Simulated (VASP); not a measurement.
# GaN (P1) in VASP: single point with PBE

Aim: the single point of GaN with PBE.

Program: VASP 6.6.1. These are calculated values, not measurements. Logs are shortened: lines on timing, memory, paths and dates and some standing lists are left out, and cuts for length are marked.

## (1) The cell of the first run

The typed cell holds 4 atoms: a = 3.180 Å, b = 3.180 Å, c = 5.166 Å, α = 90.00°, β = 90.00°, γ = 120.00°.

## (2) Single point, PBE (atoms moved at random)

Input file INCAR:

```
PREC = Accurate
ENCUT = 520
EDIFF = 1E-6
ISMEAR = 0
SIGMA = 0.05
LREAL = False
LASPH = True
NELM = 80
ALGO = Normal
ISIF = 2
LWAVE = False
LCHARG = False
GGA = PE
NBANDS = 26
```

Input file KPOINTS:

```
regular mesh
0
Gamma
  12 12 6
```

Input file POSCAR:

```
GaN
1.0
    3.1799996605      0.0000000000      0.0000000000
   -1.5899998303      2.7539604900      0.0000000000
    0.0000000000      0.0000000000      5.1660000000
Ga N
2 2
Direct
    0.3272345426      0.6762428371      0.0007734955
    0.6599890071      0.3119953307      0.5003718178
    0.3297909701      0.6705223283      0.3744436155
    0.6829854802      0.3412395039      0.8744110711
```

Potentials or basis: VASP PAW PBE potentials, release 64 (Ga_d, N).

Started as:

```sh
$ cat potpaw_PBE.64/Ga_d/POTCAR potpaw_PBE.64/N/POTCAR > POTCAR
$ mpirun -np 1 vasp_std > vasp.out
```

OUTCAR:

```text
PREC = Accurate
   ENCUT = 520
   EDIFF = 1E-6
   ISMEAR = 0
   LREAL = False
   LASPH = True
   NELM = 80
   ISIF = 2
   GGA = PE

 ion  position               nearest neighbor table
   1  0.327  0.676  0.001-   4 1.89   3 1.93   4 1.95   4 2.01
   2  0.660  0.312  0.500-   3 1.88   4 1.93   3 1.96   3 2.01
   3  0.330  0.671  0.374-   2 1.88   1 1.93   2 1.96   2 2.01
   4  0.683  0.341  0.874-   1 1.89   2 1.93   1 1.95   1 2.01

  LATTYP: Found a hexagonal cell.
 ALAT       =     3.1799996605
 C/A-ratio  =     1.6245284753

  Lattice vectors:

 A1 = (   3.1799996605,   0.0000000000,   0.0000000000)
 A2 = (  -1.5899998303,   2.7539604900,   0.0000000000)
 A3 = (   0.0000000000,   0.0000000000,   5.1660000000)

Analysis of symmetry for initial positions (statically):
=====================================================================
 Subroutine PRICEL returns:
 Original cell was already a primitive cell.

 Routine SETGRP: Setting up the symmetry group for a
 hexagonal supercell.

 Subroutine GETGRP returns: Found  1 space group operations
 (whereof  1 operations were pure point group operations)
 out of a pool of 24 trial point group operations.

The static configuration has the point symmetry C_1 .

Analysis of symmetry for dynamics (positions and initial velocities):
=====================================================================
 Subroutine PRICEL returns:
 Original cell was already a primitive cell.

 Routine SETGRP: Setting up the symmetry group for a
 hexagonal supercell.

 Subroutine GETGRP returns: Found  1 space group operations
 (whereof  1 operations were pure point group operations)
 out of a pool of 24 trial point group operations.

The dynamic configuration has the point symmetry C_1 .

 Subroutine INISYM returns: Found  1 space group operations
 (whereof  1 operations are pure point group operations),
 and found     1 'primitive' translations

----------------------------------------------------------------------------------------

                                     Primitive cell

  volume of cell :      45.2417

  direct lattice vectors                    reciprocal lattice vectors
     3.179999661  0.000000000  0.000000000     0.314465442  0.181556708  0.000000000
    -1.589999830  2.753960490  0.000000000     0.000000000  0.363113416  0.000000000
     0.000000000  0.000000000  5.166000000     0.000000000  0.000000000  0.193573364

  length of vectors
     3.179999661  3.179999661  5.166000000     0.363113416  0.363113416  0.193573364

  position of ions in fractional coordinates (direct lattice)
     0.327234543  0.676242837  0.000773495
     0.659989007  0.311995331  0.500371818
     0.329790970  0.670522328  0.374443615
     0.682985480  0.341239504  0.874411071

  ion indices of the primitive-cell ions
   primitive index   ion index
                 1           1
                 2           2
                 3           3
                 4           4

----------------------------------------------------------------------------------------

 KPOINTS: regular mesh

Automatic generation of k-mesh.
 Grid dimensions read from file:
 generate k-points for:   12   12    6

 Generating k-lattice:

  Cartesian coordinates                     Fractional coordinates (reciprocal lattice)
     0.026205454  0.015129726  0.000000000     0.083333333  0.000000000  0.000000000
     0.000000000  0.030259451  0.000000000     0.000000000  0.083333333  0.000000000
     0.000000000  0.000000000  0.032262227     0.000000000  0.000000000  0.166666667

  Length of vectors
     0.030259451  0.030259451  0.032262227

  Shift w.r.t. Gamma in fractional coordinates (k-lattice)
     0.000000000  0.000000000  0.000000000

 Subroutine IBZKPT returns following result:
 ===========================================

 Found    436 irreducible k-points:

 Following reciprocal coordinates:
            Coordinates               Weight
  0.000000  0.000000  0.000000      1.000000
  0.083333  0.000000  0.000000      2.000000
  0.000000  0.083333  0.000000      2.000000
 -0.083333  0.083333  0.000000      2.000000
  0.166667  0.000000  0.000000      2.000000
  0.000000  0.166667  0.000000      2.000000
[... 16 lines left out ...]
  0.166667  0.083333  0.000000      2.000000
 -0.083333  0.250000  0.000000      2.000000
 [... further k-points ...]
   k-points           NKPTS =    436   k-points in BZ     NKDIM =    436   number of bands    NBANDS=     26
   number of dos      NEDOS =    301   number of ions     NIONS =      4
   total plane-waves  NPLWV =  23040
   dimension x,y,z NGX =    24 NGY =   24 NGZ =   40
   dimension x,y,z NGXF=    48 NGYF=   48 NGZF=   80
   ions per type =               2   2
   NGX,Y,Z   is equivalent  to a cutoff of  12.55, 12.55, 12.87 a.u.
   NGXF,Y,Z  is equivalent  to a cutoff of  25.09, 25.09, 25.74 a.u.
 SYSTEM =  unknown system
   PREC   = accura    normal or accurate (medium, high low for compatibility)
   ISTART =      0    job   : 0-new  1-cont  2-samecut
   ICHARG =      2    charge: 1-file 2-atom 10-const
   ISPIN  =      1    spin polarized calculation?
   LNONCOLLINEAR =      F non collinear calculations
   LSORBIT =      F    spin-orbit coupling
   LASPH  =      T    aspherical Exc in radial PAW
   ENCUT  =  520.0 eV  38.22 Ry    6.18 a.u.   5.91  5.91  9.61*2*pi/ulx,y,z
   NELM   =     80;   NELMIN=  2; NELMDL= -5     # of ELM steps
   EDIFF  = 0.1E-05   stopping-criterion for ELM
   LREAL  =      F    real-space projection
   EDIFFG = 0.1E-04   stopping-criterion for IOM
   NSW    =      0    number of steps for IOM
   IBRION =     -1    ionic relax: 0-MD 1-quasi-New 2-CG
   NFREE  =      0    steps in history (QN), initial steepest desc. (CG)
   ISIF   =      2    stress and relaxation
   ISYM   =      2    0-nonsym 1-usesym 2-fastsym
   POTIM  = 0.5000    time-step for ionic-motion
   TEBEG  =    0.0;   TEEND  =   0.0 temperature during run
   PSTRESS=    0.0 pullay stress
   NELECT =      36.0000    total number of electrons
   NUPDOWN=      -1.0000    fix difference up-down
   EMIN   =  10.00;   EMAX   =-10.00  energy-range for DOS
   EFERMI =   0.00;   METHOD = LEGACY
   ISMEAR =     0;   SIGMA  =   0.05  broadening in eV -4-tet -1-fermi 0-gaus
   EFERMI_NEDOS =   21; number of points for ismear=-14 and -15
   IALGO  =     38    algorithm
   IMIX   =      4    mixing-type and parameters
     AMIX     =   0.40;   BMIX     =  1.00
     AMIX_MAG =   1.60;   BMIX_MAG =  1.00
  volume/ion in A,a.u.               =      11.31        76.33
  Fermi-wavevector in a.u.,A,eV,Ry     =   1.517036  2.866783 31.312431  2.301399
  Thomas-Fermi vector in A             =   2.626346
   LORBIT       =      0    0 simple, 1 ext, 2 COOP (PROOUT), +10 PAW based schemes
   GGA     = PE    functional components
   LHFCALC =     F    Hartree Fock is set to
   AEXX    =    0.0000 exact exchange contribution
   IVDW    =     0    specifies the selected vdW correction
   LEPSILON=     F    determine dielectric tensor
   LRPA    =     F    only Hartree local field effects (RPA)
 non-spin polarized calculation
 Gauss-broadening in eV      SIGMA  =   0.05
  energy-cutoff  :      520.00
  volume of cell :       45.24
 maximum number of plane-waves:      1236
   NGX = 11   NGY = 11   NGZ = 19

 number of electron      35.9999997 magnetization

 Free energy of the ion-electron system (eV)
  ---------------------------------------------------
  ext. energy  EPLUGINS =         0.00000000
  ---------------------------------------------------
  free energy    TOTEN  =       -24.21061074 eV

  energy without entropy =      -24.21061074  energy(sigma->0) =      -24.21061074

 E-fermi :   5.7468     XC(G=0): -11.7220

 val. band max:        5.5196605978   @ k =   0.0000   0.0000   0.0000
 cond. band min:       7.4024931251   @ k =   0.0000   0.0000   0.0000
 fundamental gap:      1.8828325272
 Fermi energy:         5.7467994613

 k-point     1 :       0.0000    0.0000    0.0000
  band No.  band energies     occupation
      1     -10.6594      2.00000
      2      -9.6967      2.00000
      3      -8.0429      2.00000
      4      -8.0230      2.00000
      5      -7.9923      2.00000
      6      -7.9524      2.00000
[... 18 lines left out ...]
     25      16.9171      0.00000
     26      17.5710      0.00000

 k-point     2 :       0.0833    0.0000    0.0000
  band No.  band energies     occupation
      1     -10.5894      2.00000
      2      -9.6786      2.00000
      3      -8.0321      2.00000
      4      -8.0084      2.00000
      5      -7.9813      2.00000
      6      -7.9443      2.00000
[... 18 lines left out ...]
     25      16.9306      0.00000
     26      17.3812      0.00000

 k-point     3 :       0.0000    0.0833    0.0000
  band No.  band energies     occupation
      1     -10.5890      2.00000
      2      -9.6784      2.00000
      3      -8.0332      2.00000
      4      -8.0068      2.00000
      5      -7.9820      2.00000
      6      -7.9406      2.00000
[... 18 lines left out ...]
     25      16.8201      0.00000
     26      17.4561      0.00000

 k-point     4 :      -0.0833    0.0833    0.0000
  band No.  band energies     occupation
      1     -10.5924      2.00000
      2      -9.6795      2.00000
      3      -8.0357      2.00000
      4      -8.0139      2.00000
      5      -7.9744      2.00000
      6      -7.9401      2.00000
[... 18 lines left out ...]
     25      16.6162      0.00000
     26      17.6995      0.00000

 k-point     5 :       0.1667    0.0000    0.0000
  band No.  band energies     occupation
      1     -10.3981      2.00000
      2      -9.6339      2.00000
      3      -8.0010      2.00000
      4      -7.9754      2.00000
      5      -7.9422      2.00000
      6      -7.9150      2.00000
[... 18 lines left out ...]
     25      17.0821      0.00000
     26      17.6347      0.00000

 k-point     6 :       0.0000    0.1667    0.0000
  band No.  band energies     occupation
      1     -10.3965      2.00000
      2      -9.6334      2.00000
      3      -8.0045      2.00000
      4      -7.9675      2.00000
      5      -7.9453      2.00000
      6      -7.9084      2.00000
[... 427 lines left out ...]
 k-point    21 :      -0.0833    0.1667    0.0000
  band No.  band energies     occupation
      1     -10.4636      2.00000
      2      -9.6485      2.00000
      3      -8.0187      2.00000
      4      -7.9933      2.00000
      5      -7.9483      2.00000
      6      -7.9214      2.00000
[... 18 lines left out ...]
     25      16.4965      0.00000
     26      17.7366      0.00000

 k-point    22 :      -0.1667    0.0833    0.0000
  band No.  band energies     occupation
      1     -10.4646      2.00000
      2      -9.6489      2.00000
      3      -8.0180      2.00000
      4      -7.9951      2.00000
      5      -7.9492      2.00000
      6      -7.9279      2.00000
[... 18 lines left out ...]
     25      16.5006      0.00000
     26      17.7870      0.00000

 k-point    23 :       0.1667    0.0833    0.0000
  band No.  band energies     occupation
      1     -10.2297      2.00000
      2      -9.6003      2.00000
      3      -7.9743      2.00000
      4      -7.9542      2.00000
      5      -7.9012      2.00000
      6      -7.8531      2.00000
[... 18 lines left out ...]
     25      16.6521      0.00000
     26      18.1905      0.00000

 k-point    24 :      -0.0833    0.2500    0.0000
  band No.  band energies     occupation
      1     -10.2397      2.00000
      2      -9.6017      2.00000
      3      -7.9864      2.00000
      4      -7.9645      2.00000
      5      -7.9059      2.00000
      6      -7.8928      2.00000
[... 18 lines left out ...]
     25      16.5729      0.00000
     26      18.1283      0.00000

 [... further k-points ...]

------------------------ aborting loop because EDIFF is reached ----------------------------------------

  FORCE on cell =-STRESS in cart. coord.  units (eV):
  Direction    XX          YY          ZZ          XY          YZ          ZX
  --------------------------------------------------------------------------------------
  -------------------------------------------------------------------------------------
  Total        1.4644723      2.6158899      2.6880022      0.8814709      0.5083164      0.3020337
  in kB       51.8623952     92.6383618     95.1921236     31.2161541     18.0013687     10.6961341
  external PRESSURE =      79.8976269 kB  Pullay stress =       0.0000000 kB

 VOLUME and BASIS-vectors are now :
 -----------------------------------------------------------------------------
  energy-cutoff  :      520.00
  volume of cell :       45.24
      direct lattice vectors                 reciprocal lattice vectors
     3.179999661  0.000000000  0.000000000     0.314465442  0.181556708  0.000000000
    -1.589999830  2.753960490  0.000000000     0.000000000  0.363113416  0.000000000
     0.000000000  0.000000000  5.166000000     0.000000000  0.000000000  0.193573364

 POSITION                                       TOTAL-FORCE (eV/Angst)
 -----------------------------------------------------------------------------------
     -0.03462      1.86235      0.00400         0.881232      0.011172     -0.164399
      1.60269      0.85922      2.58492        -0.252301      1.009155     -0.081512
     -0.01740      1.84659      1.93438         0.283907     -0.874316      0.131052
      1.62932      0.93976      4.51721        -0.912838     -0.146011      0.114858
 -----------------------------------------------------------------------------------
    total drift:                               -0.000216     -0.000510     -0.000003

  FREE ENERGIE OF THE ION-ELECTRON SYSTEM (eV)
  ---------------------------------------------------
  free  energy   TOTEN  =       -24.2106107438 eV

  energy  without entropy=      -24.2106107438  energy(sigma->0) =      -24.21061074
```

It took 8.5 min on 1 thread of Intel Xeon Platinum 8259CL at 2.50GHz (Skylake/Cascade Lake), shared host; peak memory 0.49 GiB.

What came out:

```
Free energy            : -24.2106 eV
Pressure               : 8.0 GPa
Largest force          : 1.043 eV/Å
Band gap on the k mesh : 1.88 eV, direct
```

Forces in eV/Å, atoms in the order of the input:
```
Ga   0.881  0.011 -0.164
Ga  -0.252  1.009 -0.082
N    0.284 -0.874  0.131
N   -0.913 -0.146  0.115
```

Caveat: the cell differs from its parent crystal (atoms moved at random); forces of over 1 eV/Å act on the atoms, so gaps and moduli don't describe the material at rest.
